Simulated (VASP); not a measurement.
# KLaMgWO6 (F-43m) in VASP: a series of runs, part 2 of 2

VASP 6.6.1. Earlier steps stand in the parts before.

**3. Single point, PBE**

This run uses another cell than the first one, of 12.63 Å³/atom.

INCAR reads:

```
SYSTEM = KLaMgWO6
PREC = Accurate
ENCUT = 520
EDIFF = 1E-7
ISMEAR = -1
SIGMA = 0.02
LREAL = .False.
LASPH = .True.
NELM = 60
ALGO = Normal
ISIF = 2
LWAVE = .False.
LCHARG = .True.
GGA = PE
LELF = .True.
LVHAR = .True.
NBANDS = 47
```

KPOINTS reads:

```
Automatic mesh
0
Gamma
  6 6 6
  0 0 0
```

POSCAR reads:

```
KLaMgWO6
1.0
    0.0000000000      3.9826143383      3.9826143383
    3.9826143383      0.0000000000      3.9826143383
    3.9826143383      3.9826143383      0.0000000000
K La Mg W O
1 1 1 1 6
Direct
    0.7500000000      0.7500000000      0.7500000000
    0.2500000000      0.2500000000      0.2500000000
    0.0000000000      0.0000000000      0.0000000000
    0.5000000000      0.5000000000      0.5000000000
    0.7417651899      0.2582348101      0.2582348101
    0.2582348101      0.7417651899      0.7417651899
    0.7417651899      0.7417651899      0.2582348101
    0.2582348101      0.2582348101      0.7417651899
    0.2582348101      0.7417651899      0.2582348101
    0.7417651899      0.2582348101      0.7417651899
```

Potentials or basis: VASP PAW PBE potentials, release 64 (K_sv, La, Mg, W_sv, O).

Run with:

```
> cat potpaw_PBE.64/K_sv/POTCAR potpaw_PBE.64/La/POTCAR potpaw_PBE.64/Mg/POTCAR potpaw_PBE.64/W_sv/POTCAR potpaw_PBE.64/O/POTCAR > POTCAR
> mpirun -np 1 vasp_std > vasp.out
```

Run time: 3.2 min. Hardware: 1 thread of Oxide Virtual Turin-like, shared host; peak memory 0.3 GiB.

Results (log left out):

* Free energy: -76.1935 eV
* Pressure: 0.6 GPa
* Largest force: 0.186 eV/Å
* Band gap on the k mesh: 2.60 eV (least direct gap 2.64 eV)

Forces on the atoms (eV/Å):
```
K    0.000  0.000  0.000
La   0.000  0.000  0.000
Mg   0.000  0.000  0.000
W    0.000  0.000  0.000
O   -0.186  0.000  0.000
O    0.186  0.000  0.000
O    0.000  0.000  0.186
O    0.000  0.000 -0.186
O    0.000 -0.186  0.000
O    0.000  0.186  0.000
```

Levels at points of the mesh, in eV from the valence-band top:
```
           k point  band 33  band 34  band 35  band 36  band 37  band 38  band 39  band 40
(0.00, 0.00, 0.00)    -0.51     0.00     0.00     0.00     2.84     2.84     2.84     3.34
(0.50, 0.00, 0.00)    -0.82    -0.58    -0.58    -0.32     3.02     3.11     3.11     3.32
(0.50, 0.50, 0.00)    -1.35    -0.78    -0.78    -0.04     2.60     3.26     3.27     3.27
```

Caveat: spin-orbit coupling is left out, which moves the levels of the heavy elements. A k mesh can miss the band edges.

**4. Single point, r2SCAN**

POSCAR reads:

```
KLaMgWO6
1.0
    0.0000000000      3.9476506011      3.9476506011
    3.9476506011      0.0000000000      3.9476506011
    3.9476506011      3.9476506011      0.0000000000
K La Mg W O
1 1 1 1 6
Direct
    0.7500000000      0.7500000000      0.7500000000
    0.2500000000      0.2500000000      0.2500000000
    0.0000000000      0.0000000000      0.0000000000
    0.5000000000      0.5000000000      0.5000000000
    0.7420464921      0.2579535079      0.2579535079
    0.2579535079      0.7420464921      0.7420464921
    0.7420464921      0.7420464921      0.2579535079
    0.2579535079      0.2579535079      0.7420464921
    0.2579535079      0.7420464921      0.2579535079
    0.7420464921      0.2579535079      0.7420464921
```

INCAR.step1 reads:

```
SYSTEM = KLaMgWO6
PREC = Accurate
ENCUT = 520
ISMEAR = -1
SIGMA = 0.02
LREAL = .False.
LASPH = .True.
NELM = 80
NBANDS = 47
GGA = PE
ALGO = Normal
EDIFF = 1E-4
LWAVE = .True.
LCHARG = .False.
```

INCAR.step2 reads:

```
SYSTEM = KLaMgWO6
PREC = Accurate
ENCUT = 520
EDIFF = 1E-6
ISMEAR = -1
SIGMA = 0.02
LREAL = .False.
LASPH = .True.
NELM = 80
ALGO = Normal
ISIF = 2
LWAVE = .False.
LCHARG = .False.
METAGGA = R2SCAN
LMIXTAU = .True.
NBANDS = 47
ISTART = 1
```

KPOINTS is that of step 3.

Run with:

```
> cat potpaw_PBE.64/K_sv/POTCAR potpaw_PBE.64/La/POTCAR potpaw_PBE.64/Mg/POTCAR potpaw_PBE.64/W_sv/POTCAR potpaw_PBE.64/O/POTCAR > POTCAR
> cp INCAR.step1 INCAR
> mpirun -np 1 vasp_std > vasp.out
> cp INCAR.step2 INCAR
> mpirun -np 1 vasp_std > vasp.out
```

It took 7.4 min on 1 thread of Oxide Virtual Turin-like, shared host; peak memory 0.33 GiB.

Results (log left out):

| Quantity | Value |
| --- | --- |
| Free energy | -155.7810 eV |
| Pressure | 1.0 GPa |
| Largest force | 0.274 eV/Å |
| Band gap on the k mesh | 3.09 eV (least direct gap 3.13 eV) |

Forces in eV/Å, atoms in the order of the input:
```
K    0.000  0.000  0.000
La   0.000  0.000  0.000
Mg   0.000  0.000  0.000
W    0.000  0.000  0.000
O   -0.274  0.000  0.000
O    0.274  0.000  0.000
O    0.000  0.000  0.274
O    0.000  0.000 -0.274
O    0.000 -0.274  0.000
O    0.000  0.274  0.000
```

Levels at points of the mesh, in eV from the valence-band top:
| k point | band 32 | band 33 | band 34 | band 35 | band 36 | band 37 | band 38 | band 39 | band 40 | band 41 |
| --- | --- | --- | --- | --- | --- | --- | --- | --- | --- | --- |
| (0.00, 0.00, 0.00) | -0.53 | -0.53 | 0.00 | 0.00 | 0.00 | 3.30 | 3.30 | 3.30 | 4.11 | 4.16 |
| (0.50, 0.00, 0.00) | -0.85 | -0.85 | -0.61 | -0.61 | -0.36 | 3.60 | 3.67 | 3.67 | 4.08 | 4.08 |
| (0.50, 0.50, 0.00) | -1.41 | -1.41 | -0.83 | -0.83 | -0.05 | 3.09 | 4.00 | 4.00 | 4.01 | 4.08 |

Caveat: the PAW data sets were made with another functional, which shifts forces and pressure a little; spin-orbit coupling is left out, which moves the levels of the heavy elements. A k mesh can miss the band edges.

**5. Single point, r2SCAN**

POSCAR is that of step 4.

INCAR.step1 reads:

```
SYSTEM = KLaMgWO6
PREC     = Accurate       ! precision mode
ENCUT    = 520            ! plane-wave cutoff, eV
ISMEAR   = 0              ! smearing method
SIGMA    = 0.01           ! smearing width, eV
LREAL    = .FALSE.        ! projectors in reciprocal space
LASPH    = .TRUE.         ! aspherical terms in the spheres
NELM     = 100            ! most SCF steps
NBANDS   = 47             ! bands
GGA      = PE             ! functional
ALGO     = Normal         ! electronic algorithm
EDIFF    = 1E-4           ! SCF threshold, eV
LWAVE    = .TRUE.         ! write WAVECAR
LCHARG   = .FALSE.        ! write CHGCAR
```

INCAR.step2 reads:

```
SYSTEM = KLaMgWO6
PREC     = Accurate       ! precision mode
ENCUT    = 520            ! plane-wave cutoff, eV
EDIFF    = 1E-6           ! SCF threshold, eV
ISMEAR   = 0              ! smearing method
SIGMA    = 0.01           ! smearing width, eV
LREAL    = .FALSE.        ! projectors in reciprocal space
LASPH    = .TRUE.         ! aspherical terms in the spheres
NELM     = 100            ! most SCF steps
ALGO     = Normal         ! electronic algorithm
ISIF     = 2              ! what is computed and relaxed
LWAVE    = .FALSE.        ! write WAVECAR
LCHARG   = .FALSE.        ! write CHGCAR
METAGGA  = R2SCAN         ! meta-GGA
LMIXTAU  = .TRUE.       
NBANDS   = 47             ! bands
ISTART   = 1
```

KPOINTS reads:

```
Automatic mesh
0
G
  6 6 6
  0 0 0
```

Run with:

```
> cat potpaw_PBE.64/K_sv/POTCAR potpaw_PBE.64/La/POTCAR potpaw_PBE.64/Mg/POTCAR potpaw_PBE.64/W_sv/POTCAR potpaw_PBE.64/O/POTCAR > POTCAR
> cp INCAR.step1 INCAR
> mpirun -np 1 vasp_std > vasp.out
> cp INCAR.step2 INCAR
> mpirun -np 1 vasp_std > vasp.out
```

It took 7.6 min on 1 thread of Oxide Virtual Turin-like, shared host; peak memory 0.33 GiB.

The run converged. Its results:

| Quantity | Value |
| --- | --- |
| Free energy | -155.7810 eV |
| Pressure | 1.0 GPa |
| Largest force | 0.274 eV/Å |
| Band gap on the k mesh | 3.09 eV (least direct gap 3.13 eV) |

Forces on the atoms (eV/Å):
```
K    0.000  0.000  0.000
La   0.000  0.000  0.000
Mg   0.000  0.000  0.000
W    0.000  0.000  0.000
O   -0.274  0.000  0.000
O    0.274  0.000  0.000
O    0.000  0.000  0.274
O    0.000  0.000 -0.274
O    0.000 -0.274  0.000
O    0.000  0.274  0.000
```

Levels at points of the mesh, in eV from the valence-band top:
```csv
k point,band 33,band 34,band 35,band 36,band 37,band 38,band 39,band 40
"(0.00, 0.00, 0.00)",-0.53,0.00,0.00,0.00,3.30,3.30,3.30,4.11
"(0.50, 0.00, 0.00)",-0.85,-0.61,-0.61,-0.36,3.60,3.67,3.67,4.08
"(0.50, 0.50, 0.00)",-1.41,-0.83,-0.83,-0.05,3.09,4.00,4.00,4.01
```

Caveat: the PAW data sets were made with another functional, which shifts forces and pressure a little; spin-orbit coupling is left out, which moves the levels of the heavy elements.

**6. Relaxation of cell and atoms, PBE**

This run uses another cell than the first one, of 12.77 Å³/atom.

INCAR reads:

```
SYSTEM = KLaMgWO6
PREC = Accurate
ENCUT = 600
EDIFF = 1E-7
ISMEAR = -1
SIGMA = 0.02
LREAL = .False.
LASPH = .True.
NELM = 80
ALGO = Normal
ISIF = 3
LWAVE = .False.
LCHARG = .False.
GGA = PE
IBRION = 2
NSW = 80
EDIFFG = -0.005
```

KPOINTS reads:

```
regular mesh
0
Gamma
  6 6 6
  0 0 0
```

POSCAR reads:

```
KLaMgWO6
1.0
    0.0000000000      3.9964345600      3.9964345600
    3.9964345600      0.0000000000      3.9964345600
    3.9964345600      3.9964345600      0.0000000000
K La Mg W O
1 1 1 1 6
Direct
    0.7500000000      0.7500000000      0.7500000000
    0.2500000000      0.2500000000      0.2500000000
    0.0000000000      0.0000000000      0.0000000000
    0.5000000000      0.5000000000      0.5000000000
    0.7428685700      0.2571314300      0.2571314300
    0.2571314300      0.7428685700      0.7428685700
    0.7428685700      0.7428685700      0.2571314300
    0.2571314300      0.2571314300      0.7428685700
    0.2571314300      0.7428685700      0.2571314300
    0.7428685700      0.2571314300      0.7428685700
```

Potentials or basis: VASP PAW PBE potentials, release 64 (K_sv, La, Mg, W_sv, O).

Run with:

```
> cat potpaw_PBE.64/K_sv/POTCAR potpaw_PBE.64/La/POTCAR potpaw_PBE.64/Mg/POTCAR potpaw_PBE.64/W_sv/POTCAR potpaw_PBE.64/O/POTCAR > POTCAR
> mpirun -np 1 vasp_std > vasp.out
```

Wall time 11 min (1 thread of Oxide Virtual Turin-like, shared host); peak memory 0.4 GiB.

It converged, with:

```
Free energy                           : -76.2153 eV
Relaxed volume                        : 12.63 Å³/atom
Relaxed cell                          : a = 5.632 Å, b = 5.632 Å, c = 5.632 Å, α = 60.00°, β = 60.00°, γ = 60.00°
Space group after relaxing (to 0.1 Å) : F-43m (No. 216)
Energy gained by relaxing             : 1.4 meV/atom
Ionic steps                           : 6
Pressure after relaxing               : 0.0 GPa
Largest force after relaxing          : 0.005 eV/Å
Band gap on the k mesh                : 2.58 eV (least direct gap 2.62 eV)
```

Forces in eV/Å, atoms in the order of the input:
```
K    0.000  0.000  0.000
La   0.000  0.000  0.000
Mg   0.000  0.000  0.000
W    0.000  0.000  0.000
O   -0.005  0.000  0.000
O    0.005  0.000  0.000
O    0.000  0.000  0.005
O    0.000  0.000 -0.005
O    0.000 -0.005  0.000
O    0.000  0.005  0.000
```

The path:
| step | energy change (eV) | largest force (eV/Å) | pressure (GPa) | volume (Å³) |
| --- | --- | --- | --- | --- |
| 1 | 0.0000 | 0.3196 | -2.22 | 127.66 |
| 2 | 0.0321 | 0.7016 | 3.98 | 124.42 |
| 3 | -0.0135 | 0.0239 | -0.13 | 126.49 |
| 4 | -0.0135 | 0.0310 | -0.09 | 126.47 |
| 5 | -0.0137 | 0.0054 | 0.03 | 126.30 |
| 6 | -0.0137 | 0.0046 | 0.03 | 126.30 |

Final structure:
```cif
data_structure
_symmetry_space_group_name_H-M 'P 1'
_symmetry_Int_Tables_number 1
_cell_length_a 5.6317
_cell_length_b 5.6317
_cell_length_c 5.6317
_cell_angle_alpha 60.000
_cell_angle_beta 60.000
_cell_angle_gamma 60.000
_cell_volume 126.30
loop_
_atom_site_label
_atom_site_type_symbol
_atom_site_fract_x
_atom_site_fract_y
_atom_site_fract_z
_atom_site_occupancy
K1 K 0.75000 0.75000 0.75000 1
La1 La 0.25000 0.25000 0.25000 1
Mg1 Mg 0.00000 0.00000 0.00000 1
W1 W 0.50000 0.50000 0.50000 1
O1 O 0.74231 0.25769 0.25769 1
O2 O 0.25769 0.74231 0.74231 1
O3 O 0.74231 0.74231 0.25769 1
O4 O 0.25769 0.25769 0.74231 1
O5 O 0.25769 0.74231 0.25769 1
O6 O 0.74231 0.25769 0.74231 1
```

Levels at points of the mesh, in eV from the valence-band top:
```tsv
k point	band 33	band 34	band 35	band 36	band 37	band 38	band 39	band 40
(0.00, 0.00, 0.00)	-0.51	0.00	0.00	0.00	2.81	2.81	2.81	3.34
(0.50, 0.00, 0.00)	-0.82	-0.58	-0.58	-0.33	3.01	3.10	3.10	3.32
(0.50, 0.50, 0.00)	-1.35	-0.78	-0.78	-0.04	2.58	3.26	3.27	3.27
```

Caveat: spin-orbit coupling is left out, which moves the levels of the heavy elements. A k mesh can miss the band edges.

**7. Overview**

```tsv
task	level	cell	cutoff (eV)	smearing	gap on the mesh (eV)	pressure (GPa)	largest force (eV/Å)
single point	PBE	a = 5.583 Å, angles 60.0°, 10 atoms, atomic positions A	520	fermi-dirac 0.02 eV	2.67	5.3	0.48
single point	PBE	a = 5.632 Å, angles 60.0°, 10 atoms, atomic positions B	520	fermi-dirac 0.02 eV	2.60	0.6	0.19
single point	r2SCAN	a = 5.583 Å, angles 60.0°, 10 atoms, atomic positions A	520	fermi-dirac 0.02 eV	3.09	1.0	0.27
single point	r2SCAN	a = 5.583 Å, angles 60.0°, 10 atoms, atomic positions A	520	gaussian 0.01 eV	3.09	1.0	0.27
relaxation of cell and atoms	PBE	relaxed from a = 5.652 Å, angles 60.0°, 10 atoms, atomic positions C	600	fermi-dirac 0.02 eV	2.58	0.0	-
```

Alike in all rows: potentials or basis VASP PAW PBE potentials, release 64 (K_sv, La, Mg, W_sv, O); no spin polarisation; k mesh 6 × 6 × 6.

On the cell as given the gap runs from 2.67 eV (PBE) to 3.09 eV (r2SCAN). The pressure there spans 1.0 GPa (r2SCAN) to 5.3 GPa (PBE); a positive pressure means that this level wants a larger cell, a negative one a smaller.

Caveats: spin-orbit coupling is left out, which moves the levels of the heavy elements; the PAW data sets were made with another functional, which shifts forces and pressure a little (at least some runs); the cell stands under pressure (at least some runs).

Absolute energies hang on the potentials; compare differences alone.
